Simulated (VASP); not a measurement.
Set up this calculation in VASP 6.6.1, as the native input.

| Item | Value |
| --- | --- |
| Task | relaxation of cell and atoms |
| Functional | PBEsol |
| Potentials or basis | VASP PAW PBE potentials, release 64 (Sb, Pt) |
| Cutoff | 600 eV |
| k mesh | 12 × 12 × 8 |
| Occupations | fermi-dirac, width 0.08 eV |
| Spin | no spin polarisation |
| Target pressure | 15 GPa |
| Dipole correction | no |
| Further INCAR settings | ALGO = Normal; EDIFF = 1e-07; IBRION = 2; EDIFFG = -0.002; NSW = 100; ISIF = 3 |

The structure of SbPt lies in POSCAR:

```
SbPt
1.0
    4.1708357488      0.0000000000      0.0000000000
   -2.0854178744      3.6120497134      0.0000000000
    0.0000000000      0.0000000000      5.4705655135
Sb Pt
2 2
Direct
    0.3333333333      0.6666666667      0.2500000000
    0.6666666667      0.3333333333      0.7500000000
    0.0000000000      0.0000000000      0.0000000000
    0.0000000000      0.0000000000      0.5000000000
```

These files were run (other wordings do the same):

INCAR

```
ALGO     = Normal         # electronic algorithm
EDIFF    = 1E-7           # SCF threshold, eV
EDIFFG   = -0.002         # ionic threshold
ENCUT    = 600            # plane-wave cutoff, eV
GGA      = PS             # functional
IBRION   = 2              # ionic algorithm
ISIF     = 3              # what is computed and relaxed
ISMEAR   = -1             # smearing method
LASPH    = T              # aspherical terms in the spheres
LCHARG   = F              # write CHGCAR
LREAL    = F              # projectors in reciprocal space
LWAVE    = F              # write WAVECAR
NELM     = 100            # most SCF steps
NSW      = 100            # ionic steps
PREC     = Accurate       # precision mode
PSTRESS  = 150.0        
SIGMA    = 0.08           # smearing width, eV
```

KPOINTS

```
k-points
0
Gamma
  12 12 8
```

Potentials or basis: VASP PAW PBE potentials, release 64 (Sb, Pt).

Run with:

```sh
$ cat potpaw_PBE.64/Sb/POTCAR potpaw_PBE.64/Pt/POTCAR > POTCAR
$ mpirun -np 1 vasp_std > vasp.out
```

It gave:

The relaxed volume is 18.89 Å³/atom, the relaxed cell is a = 4.036 Å, b = 4.036 Å, c = 5.357 Å, α = 90.00°, β = 90.00°, γ = 120.00° and the space group after relaxing (to 0.1 Å) is P6_3/mmc (No. 194). The energy change on relaxing (the run minimises the enthalpy) is +72.1 meV/atom, the ionic steps are 14 and the pressure after relaxing is 15.0 GPa. The band gap on the k mesh is zero (bands 15 and 16 overlap by 4.52 eV).

Caveat: the cell is relaxed towards a set pressure, so the run minimises the enthalpy, not the energy; the PAW data sets were made with another functional, which shifts forces and pressure a little; spin-orbit coupling is left out, which moves the levels of the heavy elements.

It took 7.7 min on 1 thread of Intel(R) Xeon(R) 6975P-C (Granite Rapids), with other jobs on the host, peak memory 0.37 GiB.
